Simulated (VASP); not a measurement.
# Ti (P6_3/mmc) in VASP: further runs

Runs on Ti. Level: PBEsol. Tasks: density of states.

Program: VASP 6.6.1. These are calculated values, not measurements. Logs are shortened: lines on timing, memory, paths and dates and some standing lists are left out, and cuts for length are marked.

### 1 The cell of the first run

The structure is hexagonal, space group P6_3/mmc (No. 194). The conventional cell has a = 2.902 Å, b = 2.902 Å, c = 4.587 Å, α = 90.00°, β = 90.00°, γ = 120.00°. Ti (site symmetry -6m2) has 12 Ti at 2.84 to 2.90 Å within 3.7 Å.

### 2 Density of states, PBEsol

The input, POSCAR:

```
Ti
1.0
    2.9022240663      0.0000000000      0.0000000000
   -1.4511120332      2.5133997689      0.0000000000
    0.0000000000      0.0000000000      4.5870744761
Ti
2
Direct
    0.3333333333      0.6666666667      0.2500000000
    0.6666666667      0.3333333333      0.7500000000
```

The input, INCAR.step1:

```
PREC = Accurate
ENCUT = 520
EDIFF = 1E-6
ISMEAR = -1
SIGMA = 0.05
LREAL = F
LASPH = T
NELM = 60
ALGO = Normal
ISIF = 2
LWAVE = F
LCHARG = T
LMAXMIX = 4
GGA = PS
NBANDS = 19
```

The input, KPOINTS.step1:

```
Automatic mesh
0
Gamma
  15 15 8
```

The input, INCAR.step2:

```
PREC = Accurate
ENCUT = 520
EDIFF = 1E-6
ISMEAR = -5
SIGMA = 0.05
LREAL = F
LASPH = T
NELM = 60
ALGO = Normal
ISIF = 2
LWAVE = F
LCHARG = F
LMAXMIX = 4
GGA = PS
LORBIT = 11
NBANDS = 19
NEDOS = 2001
ICHARG = 11
```

The input, KPOINTS.step2:

```
Automatic mesh
0
Gamma
  23 23 12
```

Potentials or basis: VASP PAW PBE potentials, release 64 (Ti_sv).

Command:

```console
> cat potpaw_PBE.64/Ti_sv/POTCAR > POTCAR
> cp INCAR.step1 INCAR
> cp KPOINTS.step1 KPOINTS
> mpirun -np 1 vasp_std > vasp.out
> cp INCAR.step2 INCAR
> cp KPOINTS.step2 KPOINTS
> mpirun -np 1 vasp_std > vasp.out
```

OUTCAR:

```text
PREC = Accurate
   ENCUT = 520
   EDIFF = 1E-6
   ISMEAR = -5
   LREAL = F
   LASPH = T
   NELM = 60
   ISIF = 2
   GGA = PS
   LORBIT = 11
   ICHARG = 11

 ion  position               nearest neighbor table
   1  0.333  0.667  0.250-   2 2.84   2 2.84   2 2.84   2 2.84   2 2.84   2 2.84
   2  0.667  0.333  0.750-   1 2.84   1 2.84   1 2.84   1 2.84   1 2.84   1 2.84

  LATTYP: Found a hexagonal cell.
 ALAT       =     2.9022240663
 C/A-ratio  =     1.5805376743

  Lattice vectors:

 A1 = (   2.9022240663,   0.0000000000,   0.0000000000)
 A2 = (  -1.4511120332,   2.5133997689,   0.0000000000)
 A3 = (   0.0000000000,   0.0000000000,   4.5870744761)

Analysis of symmetry for initial positions (statically):
=====================================================================
 Subroutine PRICEL returns:
 Original cell was already a primitive cell.

 Routine SETGRP: Setting up the symmetry group for a
 hexagonal supercell.

 Subroutine GETGRP returns: Found 24 space group operations
 (whereof 12 operations were pure point group operations)
 out of a pool of 24 trial point group operations.

The static configuration has the point symmetry D_3d.
 The point group associated with its full space group is D_6h.

Analysis of symmetry for dynamics (positions and initial velocities):
=====================================================================
 Subroutine PRICEL returns:
 Original cell was already a primitive cell.

 Routine SETGRP: Setting up the symmetry group for a
 hexagonal supercell.

 Subroutine GETGRP returns: Found 24 space group operations
 (whereof 12 operations were pure point group operations)
 out of a pool of 24 trial point group operations.

The dynamic configuration has the point symmetry D_3d.
 The point group associated with its full space group is D_6h.

 Subroutine INISYM returns: Found 24 space group operations
 (whereof 12 operations are pure point group operations),
 and found     1 'primitive' translations

----------------------------------------------------------------------------------------

                                     Primitive cell

  volume of cell :      33.4602

  direct lattice vectors                    reciprocal lattice vectors
     2.902224066  0.000000000  0.000000000     0.344563334  0.198933734  0.000000000
    -1.451112033  2.513399769  0.000000000     0.000000000  0.397867467  0.000000000
     0.000000000  0.000000000  4.587074476     0.000000000  0.000000000  0.218003873

  length of vectors
     2.902224066  2.902224066  4.587074476     0.397867467  0.397867467  0.218003873

  position of ions in fractional coordinates (direct lattice)
     0.333333333  0.666666667  0.250000000
     0.666666667  0.333333333  0.750000000

  ion indices of the primitive-cell ions
   primitive index   ion index
                 1           1
                 2           2

----------------------------------------------------------------------------------------

 KPOINTS: Automatic mesh

Automatic generation of k-mesh.
 Grid dimensions read from file:
 generate k-points for:   23   23   12

 Generating k-lattice:

  Cartesian coordinates                     Fractional coordinates (reciprocal lattice)
     0.014981015  0.008649293  0.000000000     0.043478261 -0.000000000  0.000000000
     0.000000000  0.017298586  0.000000000     0.000000000  0.043478261  0.000000000
     0.000000000  0.000000000  0.018166989     0.000000000  0.000000000  0.083333333

  Length of vectors
     0.017298586  0.017298586  0.018166989

  Shift w.r.t. Gamma in fractional coordinates (k-lattice)
     0.000000000  0.000000000  0.000000000

 TETIRR: Found   6486 inequivalent tetrahedra from    38088

 Subroutine IBZKPT returns following result:
 ===========================================

 Found    392 irreducible k-points:

 Following reciprocal coordinates:
            Coordinates               Weight
  0.000000  0.000000  0.000000      1.000000
  0.043478  0.000000  0.000000      6.000000
  0.086957 -0.000000  0.000000      6.000000
  0.130435 -0.000000  0.000000      6.000000
  0.173913 -0.000000  0.000000      6.000000
  0.217391  0.000000  0.000000      6.000000
[... 16 lines left out ...]
  0.478261  0.043478  0.000000      6.000000
  0.086957  0.086957  0.000000      6.000000
 [... further k-points ...]
   k-points           NKPTS =    392   k-points in BZ     NKDIM =    392   number of bands    NBANDS=     19
   number of dos      NEDOS =   2001   number of ions     NIONS =      2
   total plane-waves  NPLWV =  20736
   dimension x,y,z NGX =    24 NGY =   24 NGZ =   36
   dimension x,y,z NGXF=    48 NGYF=   48 NGZF=   72
   ions per type =               2
   NGX,Y,Z   is equivalent  to a cutoff of  13.75, 13.75, 13.05 a.u.
   NGXF,Y,Z  is equivalent  to a cutoff of  27.50, 27.50, 26.09 a.u.
 SYSTEM =  unknown system
   PREC   = accura    normal or accurate (medium, high low for compatibility)
   ISTART =      0    job   : 0-new  1-cont  2-samecut
   ICHARG =     11    charge: 1-file 2-atom 10-const
   ISPIN  =      1    spin polarized calculation?
   LNONCOLLINEAR =      F non collinear calculations
   LSORBIT =      F    spin-orbit coupling
   LASPH  =      T    aspherical Exc in radial PAW
   ENCUT  =  520.0 eV  38.22 Ry    6.18 a.u.   5.40  5.40  8.53*2*pi/ulx,y,z
   NELM   =     60;   NELMIN=  2; NELMDL=  0     # of ELM steps
   EDIFF  = 0.1E-05   stopping-criterion for ELM
   LREAL  =      F    real-space projection
   EDIFFG = 0.1E-04   stopping-criterion for IOM
   NSW    =      0    number of steps for IOM
   IBRION =     -1    ionic relax: 0-MD 1-quasi-New 2-CG
   NFREE  =      0    steps in history (QN), initial steepest desc. (CG)
   ISIF   =      2    stress and relaxation
   ISYM   =      2    0-nonsym 1-usesym 2-fastsym
   POTIM  = 0.5000    time-step for ionic-motion
   TEBEG  =    0.0;   TEEND  =   0.0 temperature during run
   PSTRESS=    0.0 pullay stress
   NELECT =      24.0000    total number of electrons
   NUPDOWN=      -1.0000    fix difference up-down
   EMIN   =  10.00;   EMAX   =-10.00  energy-range for DOS
   EFERMI =   0.00;   METHOD = LEGACY
   ISMEAR =    -5;   SIGMA  =   0.05  broadening in eV -4-tet -1-fermi 0-gaus
   EFERMI_NEDOS =   21; number of points for ismear=-14 and -15
   IALGO  =     38    algorithm
   IMIX   =      4    mixing-type and parameters
     AMIX     =   0.40;   BMIX     =  1.00
     AMIX_MAG =   1.60;   BMIX_MAG =  1.00
  volume/ion in A,a.u.               =      16.73       112.90
  Fermi-wavevector in a.u.,A,eV,Ry     =   1.465444  2.769287 29.218856  2.147525
  Thomas-Fermi vector in A             =   2.581300
   LORBIT       =     11    0 simple, 1 ext, 2 COOP (PROOUT), +10 PAW based schemes
   GGA     = PS    functional components
   LHFCALC =     F    Hartree Fock is set to
   AEXX    =    0.0000 exact exchange contribution
   IVDW    =     0    specifies the selected vdW correction
   LEPSILON=     F    determine dielectric tensor
   LRPA    =     F    only Hartree local field effects (RPA)
 non-spin polarized calculation
 Fermi weights with tetrahedron method with Bloechl corrections
  energy-cutoff  :      520.00
  volume of cell :       33.46
 maximum number of plane-waves:       929
 NGX is ok and might be reduce to    24

 number of electron      23.9999998 magnetization

 Free energy of the ion-electron system (eV)
  ---------------------------------------------------
  ext. energy  EPLUGINS =         0.00000000
  ---------------------------------------------------
  free energy    TOTEN  =       -16.67927775 eV

  energy without entropy =      -16.67927775  energy(sigma->0) =      -16.67927775

 E-fermi :   8.6283     XC(G=0): -11.8155

 val. band max:        8.6611406525   @ k =   0.0435   0.0000   0.5000
 cond. band min:       8.5975861105   @ k =   0.2174   0.2174   0.5000
 fundamental gap:     -0.0635545420
 Fermi energy:         8.6283278473

 k-point     1 :       0.0000    0.0000    0.0000
  band No.  band energies     occupation
      1     -47.9584      2.00000
      2     -47.7948      2.00000
      3     -24.6993      2.00000
      4     -23.9659      2.00000
      5     -23.9659      2.00000
      6     -23.8853      2.00000
[... 11 lines left out ...]
     18      10.2815      0.00000
     19      11.9126      0.00000

 k-point     2 :       0.0435    0.0000    0.0000
  band No.  band energies     occupation
      1     -47.9562      2.00000
      2     -47.7939      2.00000
      3     -24.6946      2.00000
      4     -23.9757      2.00000
      5     -23.9692      2.00000
      6     -23.8873      2.00000
[... 11 lines left out ...]
     18      10.2489      0.00000
     19      11.9307      0.00000

 k-point     3 :       0.0870   -0.0000    0.0000
  band No.  band energies     occupation
      1     -47.9497      2.00000
      2     -47.7914      2.00000
      3     -24.6804      2.00000
      4     -24.0045      2.00000
      5     -23.9789      2.00000
      6     -23.8934      2.00000
[... 11 lines left out ...]
     18      10.1583      0.00000
     19      11.9792      0.00000

 k-point     4 :       0.1304   -0.0000    0.0000
  band No.  band energies     occupation
      1     -47.9392      2.00000
      2     -47.7875      2.00000
      3     -24.6573      2.00000
      4     -24.0503      2.00000
      5     -23.9938      2.00000
      6     -23.9374      2.00000
[... 11 lines left out ...]
     18      10.2414      0.00000
     19      12.0449      0.00000

 k-point     5 :       0.1739   -0.0000    0.0000
  band No.  band energies     occupation
      1     -47.9254      2.00000
      2     -47.7827      2.00000
      3     -24.6264      2.00000
      4     -24.1100      2.00000
      5     -24.0126      2.00000
      6     -23.9970      2.00000
[... 11 lines left out ...]
     18      10.4682      0.00000
     19      12.1152      0.00000

 k-point     6 :       0.2174    0.0000    0.0000
  band No.  band energies     occupation
      1     -47.9090      2.00000
      2     -47.7775      2.00000
      3     -24.5887      2.00000
      4     -24.1791      2.00000
      5     -24.0642      2.00000
      6     -24.0339      2.00000
[... 11 lines left out ...]
     18      10.7414      0.00000
     19      12.1812      0.00000

 k-point     7 :       0.2609   -0.0000    0.0000
  band No.  band energies     occupation
      1     -47.8911      2.00000
      2     -47.7726      2.00000
      3     -24.5459      2.00000
      4     -24.2527      2.00000
      5     -24.1339      2.00000
      6     -24.0559      2.00000
[... 11 lines left out ...]
     18      11.0469      0.00000
     19      12.2381      0.00000

 k-point     8 :       0.3043   -0.0000    0.0000
  band No.  band energies     occupation
      1     -47.8727      2.00000
      2     -47.7685      2.00000
      3     -24.4999      2.00000
      4     -24.3252      2.00000
      5     -24.2009      2.00000
      6     -24.0771      2.00000
[... 256 lines left out ...]
 k-point    20 :       0.3478    0.0435    0.0000
  band No.  band energies     occupation
      1     -47.8458      2.00000
      2     -47.7650      2.00000
      3     -24.4280      2.00000
      4     -24.4177      2.00000
      5     -24.2870      2.00000
      6     -24.1076      2.00000
[... 11 lines left out ...]
     18      12.0236      0.00000
     19      12.3183      0.00000

 k-point    21 :       0.3913    0.0435    0.0000
  band No.  band energies     occupation
      1     -47.8316      2.00000
      2     -47.7648      2.00000
      3     -24.4640      2.00000
      4     -24.3869      2.00000
      5     -24.3267      2.00000
      6     -24.1220      2.00000
[... 11 lines left out ...]
     18      12.3375      0.00000
     19      12.4386      0.00000

 k-point    22 :       0.4348    0.0435    0.0000
  band No.  band energies     occupation
      1     -47.8218      2.00000
      2     -47.7655      2.00000
      3     -24.4933      2.00000
      4     -24.3565      2.00000
      5     -24.3517      2.00000
      6     -24.1310      2.00000
[... 11 lines left out ...]
     18      12.3485      0.00000
     19      12.9162      0.00000

 k-point    23 :       0.4783    0.0435    0.0000
  band No.  band energies     occupation
      1     -47.8182      2.00000
      2     -47.7660      2.00000
      3     -24.5032      2.00000
      4     -24.3602      2.00000
      5     -24.3449      2.00000
      6     -24.1340      2.00000
[... 11 lines left out ...]
     18      12.3520      0.00000
     19      13.2346      0.00000

 k-point    24 :       0.0870    0.0870    0.0000
  band No.  band energies     occupation
      1     -47.9331      2.00000
      2     -47.7853      2.00000
      3     -24.6439      2.00000
      4     -24.0681      2.00000
      5     -24.0219      2.00000
      6     -23.9469      2.00000
[... 11 lines left out ...]
     18      10.3827      0.00000
     19      12.0605      0.00000

 [... further k-points ...]

------------------------ aborting loop because EDIFF is reached ----------------------------------------

  FORCE on cell =-STRESS in cart. coord.  units (eV):
  Direction    XX          YY          ZZ          XY          YZ          ZX
  --------------------------------------------------------------------------------------
  -------------------------------------------------------------------------------------
  Total       -0.1308671     -0.1308671     -0.0573598      0.0000000      0.0000000      0.0000000
  in kB       -6.2663216     -6.2663216     -2.7465656      0.0000000      0.0000000      0.0000000
  external PRESSURE =      -5.0930696 kB  Pullay stress =       0.0000000 kB

 VOLUME and BASIS-vectors are now :
 -----------------------------------------------------------------------------
  energy-cutoff  :      520.00
  volume of cell :       33.46
      direct lattice vectors                 reciprocal lattice vectors
     2.902224066  0.000000000  0.000000000     0.344563334  0.198933734  0.000000000
    -1.451112033  2.513399769  0.000000000     0.000000000  0.397867467  0.000000000
     0.000000000  0.000000000  4.587074476     0.000000000  0.000000000  0.218003873

 POSITION                                       TOTAL-FORCE (eV/Angst)
 -----------------------------------------------------------------------------------
     -0.00000      1.67560      1.14677         0.000000      0.000000      0.000000
      1.45111      0.83780      3.44031        -0.000000     -0.000000      0.000000
 -----------------------------------------------------------------------------------
    total drift:                               -0.000000      0.000000     -0.000000

  FREE ENERGIE OF THE ION-ELECTRON SYSTEM (eV)
  ---------------------------------------------------
  free  energy   TOTEN  =       -16.6792777469 eV

  energy  without entropy=      -16.6792777469  energy(sigma->0) =      -16.67927775

 total charge

# of ion       s       p       d       tot
------------------------------------------
    1        2.259   6.129   1.910  10.298
    2        2.259   6.129   1.910  10.298
--------------------------------------------------
tot          4.518  12.258   3.820  20.597
```

Run time: 3 min. Hardware: 1 thread of Intel Xeon Platinum 8259CL at 2.50GHz (Skylake/Cascade Lake), shared host; peak memory 0.31 GiB.

Results:

```yaml
Valence_electrons_inside_the_program's_atomic_spheres: Ti 10.30
```

Caveat: the PAW data sets were made with another functional, which shifts forces and pressure a little; tetrahedron occupations give inexact forces and stress in metals.

(Part 1 of 2 ends here.)
